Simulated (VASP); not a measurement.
ZnSe (Stilleite): single point with RPBE

Crystal: ZnSe (Stilleite).

```
Se Zn
1.0
     0.00000    2.83380    2.83380
     2.83380    0.00000    2.83380
     2.83380    2.83380    0.00000
Se Zn
1 1
Cartesian
  4.2507 4.2507 4.2507
  0.0000 0.0000 0.0000
```

- Program: VASP 6.6.1
- Task: single point
- Functional: RPBE
- Potentials or basis: VASP PAW PBE potentials, release 64 (Se, Zn)
- Cutoff: 500 eV
- k mesh: 8 × 8 × 8
- Occupations: gaussian, width 0.01 eV
- Spin: no spin polarisation

```
Pressure               : 4.6 GPa
Band gap on the k mesh : 1.45 eV, direct
```

Levels at points of the mesh, in eV from the valence-band top:
```csv
k point,band 5,band 6,band 7,band 8,band 9,band 10,band 11,band 12,band 13,band 14
"(0.00, 0.00, 0.00)",-6.13,-6.13,0.00,0.00,0.00,1.45,5.85,5.85,5.85,10.17
"(0.50, 0.00, 0.00)",-6.11,-5.97,-5.18,-0.86,-0.86,2.66,6.44,6.44,8.78,11.18
"(0.50, 0.50, 0.00)",-6.08,-5.95,-4.71,-2.17,-2.17,3.13,3.56,10.91,11.34,11.34
```

It took 16 s on 1 thread of Intel(R) Xeon(R) Platinum 8488C (Sapphire Rapids), on a shared host, peak memory 0.17 GiB.

Caveat: the PAW data sets were made with another functional, which shifts forces and pressure a little. Expect the measured gap to be larger: semilocal functionals such as RPBE lack the derivative discontinuity.
